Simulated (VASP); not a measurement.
# NaCl in VASP: notebook, part 2 of 2

VASP 6.6.1. The steps go on from the part before.

### 4 Single point, PBE

This run uses another cell than the first one: it holds 8 atoms, not 2.

Input file INCAR:

```
SYSTEM = NaCl
PREC = Accurate
ENCUT = 520
EDIFF = 1E-6
ISMEAR = 0
SIGMA = 0.1
LREAL = .FALSE.
LASPH = .TRUE.
NELM = 60
ALGO = Normal
ISIF = 2
LWAVE = .FALSE.
LCHARG = .FALSE.
GGA = PE
NBANDS = 38
```

Input file KPOINTS:

```
regular mesh
0
G
  4 2 1
  0 0 0
```

Input file POSCAR:

```
NaCl
1.0
    0.0000000000     -3.8526632531      0.0000000000
   -7.7053265062      0.0000000000      0.0000000000
    0.0000000000      0.0000000000    -12.5993082172
Na Cl
4 4
Direct
    0.5000000000      0.7500000000      0.7500000000
    0.5000000000      0.7500000000      0.2500000000
    0.5000000000      0.2500000000      0.7500000000
    0.5000000000      0.2500000000      0.2500000000
    0.0000000000      0.0000000000      0.7500000000
    0.0000000000      0.0000000000      0.2500000000
    0.0000000000      0.5000000000      0.7500000000
    0.0000000000      0.5000000000      0.2500000000
```

Potentials or basis: VASP PAW PBE potentials, release 64 (Na_pv, Cl).

The run is started by

```bash
cat potpaw_PBE.64/Na_pv/POTCAR potpaw_PBE.64/Cl/POTCAR > POTCAR
mpirun -np 1 vasp_std > vasp.out
```

OUTCAR:

```text
SYSTEM = NaCl
   PREC = Accurate
   ENCUT = 520
   EDIFF = 1E-6
   ISMEAR = 0
   LREAL = .FALSE.
   LASPH = .TRUE.
   NELM = 60
   ISIF = 2
   GGA = PE

 ion  position               nearest neighbor table
   1  0.500  0.750  0.750-   5 2.72   7 2.72   5 2.72   7 2.72
   2  0.500  0.750  0.250-   6 2.72   8 2.72   6 2.72   8 2.72
   3  0.500  0.250  0.750-   5 2.72   7 2.72   5 2.72   7 2.72
   4  0.500  0.250  0.250-   6 2.72   8 2.72   6 2.72   8 2.72
   5  0.000  0.000  0.750-   1 2.72   3 2.72   1 2.72   3 2.72
   6  0.000  0.000  0.250-   2 2.72   4 2.72   2 2.72   4 2.72
   7  0.000  0.500  0.750-   1 2.72   3 2.72   1 2.72   3 2.72
   8  0.000  0.500  0.250-   2 2.72   4 2.72   2 2.72   4 2.72

  LATTYP: Found a simple orthorhombic cell.
 ALAT       =     3.8526632531
 B/A-ratio  =     2.0000000000
 C/A-ratio  =     3.2702853557

  Lattice vectors:

 A1 = (   0.0000000000,  -3.8526632531,   0.0000000000)
 A2 = (  -7.7053265062,   0.0000000000,   0.0000000000)
 A3 = (   0.0000000000,   0.0000000000, -12.5993082172)

Analysis of symmetry for initial positions (statically):
=====================================================================
 Subroutine PRICEL returns following result:

  LATTYP: Found a simple tetragonal cell.
 ALAT       =     3.8526632531
 C/A-ratio  =     1.6351426779

  Lattice vectors:

 A1 = (   0.0000000000,  -3.8526632531,   0.0000000000)
 A2 = (  -3.8526632531,   0.0000000000,   0.0000000000)
 A3 = (   0.0000000000,   0.0000000000,  -6.2996541086)

   4 primitive cells build up your supercell.

 Routine SETGRP: Setting up the symmetry group for a
 simple orthorhombic supercell.

 Subroutine GETGRP returns: Found  8 space group operations
 (whereof  8 operations were pure point group operations)
 out of a pool of  8 trial point group operations.

The static configuration has the point symmetry D_2h.

Analysis of symmetry for dynamics (positions and initial velocities):
=====================================================================
 Subroutine PRICEL returns following result:

  LATTYP: Found a simple tetragonal cell.
 ALAT       =     3.8526632531
 C/A-ratio  =     1.6351426779

  Lattice vectors:

 A1 = (   0.0000000000,  -3.8526632531,   0.0000000000)
 A2 = (  -3.8526632531,   0.0000000000,   0.0000000000)
 A3 = (   0.0000000000,   0.0000000000,  -6.2996541086)

   4 primitive cells build up your supercell.

 Routine SETGRP: Setting up the symmetry group for a
 simple orthorhombic supercell.

 Subroutine GETGRP returns: Found  8 space group operations
 (whereof  8 operations were pure point group operations)
 out of a pool of  8 trial point group operations.

The dynamic configuration has the point symmetry D_2h.

 Subroutine INISYM returns: Found  8 space group operations
 (whereof  8 operations are pure point group operations),
 and found     4 'primitive' translations

----------------------------------------------------------------------------------------
[... 42 lines left out ...]

 Subroutine IBZKPT returns following result:
 ===========================================

 Found      6 irreducible k-points:

 Following reciprocal coordinates:
            Coordinates               Weight
  0.000000  0.000000  0.000000      1.000000
  0.250000  0.000000  0.000000      2.000000
  0.500000  0.000000  0.000000      1.000000
  0.000000  0.500000  0.000000      1.000000
  0.250000  0.500000  0.000000      2.000000
  0.500000  0.500000  0.000000      1.000000
   k-points           NKPTS =      6   k-points in BZ     NKDIM =      6   number of bands    NBANDS=     38
   number of dos      NEDOS =    301   number of ions     NIONS =      8
   total plane-waves  NPLWV = 172800
   dimension x,y,z NGX =    30 NGY =   60 NGZ =   96
   dimension x,y,z NGXF=    60 NGYF=  120 NGZF=  192
   ions per type =               4   4
   NGX,Y,Z   is equivalent  to a cutoff of  12.95, 12.95, 12.67 a.u.
   NGXF,Y,Z  is equivalent  to a cutoff of  25.89, 25.89, 25.33 a.u.
 SYSTEM =  NaCl
   PREC   = accura    normal or accurate (medium, high low for compatibility)
   ISTART =      0    job   : 0-new  1-cont  2-samecut
   ICHARG =      2    charge: 1-file 2-atom 10-const
   ISPIN  =      1    spin polarized calculation?
   LNONCOLLINEAR =      F non collinear calculations
   LSORBIT =      F    spin-orbit coupling
   LASPH  =      T    aspherical Exc in radial PAW
   ENCUT  =  520.0 eV  38.22 Ry    6.18 a.u.   7.16 14.33 23.43*2*pi/ulx,y,z
   NELM   =     60;   NELMIN=  2; NELMDL= -5     # of ELM steps
   EDIFF  = 0.1E-05   stopping-criterion for ELM
   LREAL  =      F    real-space projection
   EDIFFG = 0.1E-04   stopping-criterion for IOM
   NSW    =      0    number of steps for IOM
   IBRION =     -1    ionic relax: 0-MD 1-quasi-New 2-CG
   NFREE  =      0    steps in history (QN), initial steepest desc. (CG)
   ISIF   =      2    stress and relaxation
   ISYM   =      2    0-nonsym 1-usesym 2-fastsym
   POTIM  = 0.5000    time-step for ionic-motion
   TEBEG  =    0.0;   TEEND  =   0.0 temperature during run
   PSTRESS=    0.0 pullay stress
   NELECT =      56.0000    total number of electrons
   NUPDOWN=      -1.0000    fix difference up-down
   EMIN   =  10.00;   EMAX   =-10.00  energy-range for DOS
   EFERMI =   0.00;   METHOD = LEGACY
   ISMEAR =     0;   SIGMA  =   0.10  broadening in eV -4-tet -1-fermi 0-gaus
   EFERMI_NEDOS =   21; number of points for ismear=-14 and -15
   IALGO  =     38    algorithm
   IMIX   =      4    mixing-type and parameters
     AMIX     =   0.40;   BMIX     =  1.00
     AMIX_MAG =   1.60;   BMIX_MAG =  1.00
  volume/ion in A,a.u.               =      46.75       315.50
  Fermi-wavevector in a.u.,A,eV,Ry     =   0.869303  1.642745 10.281758  0.755688
  Thomas-Fermi vector in A             =   1.988106
   LORBIT       =      0    0 simple, 1 ext, 2 COOP (PROOUT), +10 PAW based schemes
   GGA     = PE    functional components
   LHFCALC =     F    Hartree Fock is set to
   AEXX    =    0.0000 exact exchange contribution
   IVDW    =     0    specifies the selected vdW correction
   LEPSILON=     F    determine dielectric tensor
   LRPA    =     F    only Hartree local field effects (RPA)
 non-spin polarized calculation
 Gauss-broadening in eV      SIGMA  =   0.10
  energy-cutoff  :      520.00
  volume of cell :      374.02
 maximum number of plane-waves:     10088
 NGX is ok and might be reduce to    30

 number of electron      56.0000059 magnetization

 Free energy of the ion-electron system (eV)
  ---------------------------------------------------
  ext. energy  EPLUGINS =         0.00000000
  ---------------------------------------------------
  free energy    TOTEN  =       -25.97664382 eV

  energy without entropy =      -25.97664382  energy(sigma->0) =      -25.97664382

 E-fermi :  -3.2072     XC(G=0):  -5.0137

 val. band max:       -3.7406732436   @ k =   0.5000   0.0000   0.0000
 cond. band min:       0.8284764526   @ k =   0.0000   0.0000   0.0000
 fundamental gap:      4.5691496962
 Fermi energy:        -3.2072079528

 k-point     1 :       0.0000    0.0000    0.0000
  band No.  band energies     occupation
      1     -24.9507      2.00000
      2     -24.9507      2.00000
      3     -24.9493      2.00000
      4     -24.9493      2.00000
      5     -24.8862      2.00000
      6     -24.8861      2.00000
[... 235 lines left out ...]
     37       4.8398      0.00000
     38       4.8398      0.00000

------------------------ aborting loop because EDIFF is reached ----------------------------------------

  FORCE on cell =-STRESS in cart. coord.  units (eV):
  Direction    XX          YY          ZZ          XY          YZ          ZX
  --------------------------------------------------------------------------------------
  -------------------------------------------------------------------------------------
  Total       -0.0792362     -0.0791989     -0.0223351     -0.0000000      0.0000000      0.0000000
  in kB       -0.3394185     -0.3392586     -0.0956753     -0.0000000      0.0000000      0.0000000
  external PRESSURE =      -0.2581175 kB  Pullay stress =       0.0000000 kB

 VOLUME and BASIS-vectors are now :
 -----------------------------------------------------------------------------
  energy-cutoff  :      520.00
  volume of cell :      374.02
      direct lattice vectors                 reciprocal lattice vectors
     0.000000000 -3.852663253  0.000000000     0.000000000 -0.259560708  0.000000000
    -7.705326506  0.000000000  0.000000000    -0.129780354  0.000000000  0.000000000
     0.000000000  0.000000000-12.599308217     0.000000000  0.000000000 -0.079369437

 POSITION                                       TOTAL-FORCE (eV/Angst)
 -----------------------------------------------------------------------------------
     -5.77899     -1.92633     -9.44948         0.000000      0.000000     -0.000000
     -5.77899     -1.92633     -3.14983         0.000000     -0.000000      0.000000
     -1.92633     -1.92633     -9.44948         0.000000     -0.000000     -0.000000
     -1.92633     -1.92633     -3.14983         0.000000      0.000000      0.000000
      0.00000      0.00000     -9.44948        -0.000000     -0.000000      0.000000
      0.00000      0.00000     -3.14983        -0.000000     -0.000000      0.000000
     -3.85266      0.00000     -9.44948        -0.000000     -0.000000      0.000000
     -3.85266      0.00000     -3.14983        -0.000000      0.000000      0.000000
 -----------------------------------------------------------------------------------
    total drift:                               -0.000000     -0.000000     -0.000000

  FREE ENERGIE OF THE ION-ELECTRON SYSTEM (eV)
  ---------------------------------------------------
  free  energy   TOTEN  =       -25.9766438199 eV

  energy  without entropy=      -25.9766438199  energy(sigma->0) =      -25.97664382
```

Wall time 2.3 min (1 thread of Intel Xeon 8259CL, shared host); peak memory 0.45 GiB.

Results:

* Free energy: -25.9766 eV
* Pressure: 0.0 GPa
* Band gap on the k mesh: 4.57 eV

### 5 Relaxation of cell and atoms, PBE

This run uses another cell than the first one.

Input file INCAR:

```
SYSTEM = NaCl
  PREC = Accurate
  ENCUT = 600
  EDIFF = 1E-6
  ISMEAR = 0
  SIGMA = 0.02
  LREAL = .FALSE.
  LASPH = .TRUE.
  NELM = 80
  ALGO = Normal
  ISIF = 3
  LWAVE = .FALSE.
  LCHARG = .FALSE.
  GGA = PE
  IBRION = 2
  NSW = 100
  EDIFFG = -0.01
```

Input file KPOINTS:

```
regular mesh
0
G
  6 6 4
  0 0 0
```

Input file POSCAR:

```
NaCl
1.0
    3.8526632531      0.0000000000      0.0000000000
    0.0000000000      3.8526632531      0.0000000000
    0.0000000000      0.0000000000      6.2996541086
Na Cl
1 1
Direct
    0.5000000000      0.5000000000      0.5000000000
    0.0000000000      0.0000000000      0.5000000000
```

The run is started by

```bash
cat potpaw_PBE.64/Na_pv/POTCAR potpaw_PBE.64/Cl/POTCAR > POTCAR
mpirun -np 1 vasp_std > vasp.out
```

It took 30 s on 1 thread of Intel Xeon 8259CL, shared host; peak memory 0.22 GiB.

Results (log left out):

| Quantity | Value |
| --- | --- |
| Free energy | -6.4960 eV |
| Pressure after relaxing | 0.0 GPa |
| Band gap on the k mesh | 4.57 eV (least direct gap 4.63 eV) |

Final structure:
```
Na Cl
1.0
     3.85266    0.00000    0.00000
     0.00000    3.85266    0.00000
     0.00000    0.00000    6.29965
Na Cl
1 1
Direct
  0.50000 0.50000 0.50000
  0.00000 0.00000 0.50000
```

Levels at points of the mesh, in eV from the valence-band top:
| k point | band 5 | band 6 | band 7 | band 8 | band 9 | band 10 |
| --- | --- | --- | --- | --- | --- | --- |
| (0.00, 0.00, 0.00) | -0.47 | -0.06 | -0.06 | 4.57 | 8.19 | 8.68 |
| (0.50, 0.00, 0.00) | -1.49 | -0.22 | -0.02 | 7.30 | 7.49 | 8.04 |
| (0.50, 0.50, 0.00) | -1.10 | -1.10 | 0.00 | 7.28 | 9.75 | 9.75 |
| (0.00, 0.00, 0.50) | -0.54 | -0.06 | -0.06 | 5.65 | 6.05 | 9.35 |
| (0.50, 0.00, 0.50) | -1.48 | -0.26 | -0.01 | 6.81 | 8.39 | 8.65 |
| (0.50, 0.50, 0.50) | -1.10 | -1.10 | -0.02 | 7.57 | 8.87 | 8.87 |

### 6 The runs side by side

```csv
task,cell,k mesh,cutoff (eV),smearing,gap on the mesh (eV),pressure (GPa),relaxed volume (Å³/atom)
relaxation of shape and atoms at fixed volume,"relaxed from a = 3.807, b = 3.807, c = 6.063 Å, 2 atoms, atomic positions A",6 × 6 × 4,600,gaussian 0.02 eV,4.53,0.0,43.95
single point,"a = 3.847, b = 7.710, c = 12.516 Å, angles 90.2, 88.6, 90.0°, 8 atoms, atomic positions B",4 × 2 × 1,520,gaussian 0.1 eV,4.57,0.0,-
single point,"a = 3.853, b = 7.705, c = 12.599 Å, 8 atoms, atomic positions C",4 × 2 × 1,520,gaussian 0.1 eV,4.57,0.0,-
relaxation of cell and atoms,"relaxed from a = 3.853, b = 3.853, c = 6.300 Å, 2 atoms, atomic positions A",6 × 6 × 4,600,gaussian 0.02 eV,4.57,0.0,46.75
```

Alike in all rows: level PBE; potentials or basis VASP PAW PBE potentials, release 64 (Na_pv, Cl); no spin polarisation.

Total energies depend on the potentials used, so only differences within one code and one set of settings carry meaning.
